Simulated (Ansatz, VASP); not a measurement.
Two plane-wave programs on SiW

File INCAR:

```
ALGO = Normal
EDIFF = 1E-8
ENCUT = 520
GGA = PE
ISIF = 2
ISMEAR = -1
LASPH = T
LCHARG = F
LEFG = T
LREAL = F
LWAVE = F
NBANDS = 16
NELM = 100
PREC = Accurate
SIGMA = 0.03
```

The input KPOINTS:

```
k-points
0
Gamma
  11 11 11
```

File POSCAR:

```
SiW
1.0
    3.0570944066      0.0000000000      0.0000000000
    0.0000000000      3.0570944066      0.0000000000
    0.0000000000      0.0000000000      3.0570944066
W Si
1 1
Direct
    0.0261686390      0.0000000000      0.0000000000
    0.5000000000      0.5000000000      0.5000000000
```

Input for Ansatz:

```yaml
crystal:
  lattice:
    - [3.0570944066, 0.0, 0.0]
    - [0.0, 3.0570944066, 0.0]
    - [0.0, 0.0, 3.0570944066]
  atoms:
    - { symbol: W, position: [0.026168639, 0.0, 0.0] }
    - { symbol: Si, position: [0.5, 0.5, 0.5] }
kpoints:
  mp_grid: { grid: [11, 11, 11] }
scf:
  occupations: { method: fermi_dirac, width: 0.03 }
hamiltonian:
  xc: pbe
  pseudopotentials: { kind: paw }
output:
  forces: true
  stress: true
  eigenvalues: true
  efg: { contact_densities: true }
```

Alike in both runs: task electric field gradients; functional PBE; k mesh 11 × 11 × 11; occupations fermi-dirac, width 0.03 eV; no spin polarisation.

```csv
,VASP,Ansatz
version,VASP 6.6.1,Ansatz 0.2.0
potentials or method,"VASP PAW PBE potentials, release 64 (W_sv, Si)","PAW with Ansatz's default frozen-core files, scalar-relativistic"
plane-wave cutoff (eV),520,420
valence electrons in the cell,18,18
```

|  | VASP | Ansatz | Ansatz less VASP |
| --- | --- | --- | --- |
| pressure (GPa) | 0.8 | 0.6 | -0.22 |
| traceless stress, the component that is largest in VASP (GPa) | -0.73 | -0.72 | +0.008 |
| rms of the force components (eV/Å) | 0.295 | 0.295 | +0.0002 |
| size of Vzz on the site where it differs most (V/Å²) | 9.5 | 10.8 | +1.30 |

Atom by atom the forces differ by 0.000 eV/Å (rms over components). With one functional, cell and mesh, what is left measures potentials, basis and numerics.

Neither program's run includes spin-orbit coupling.
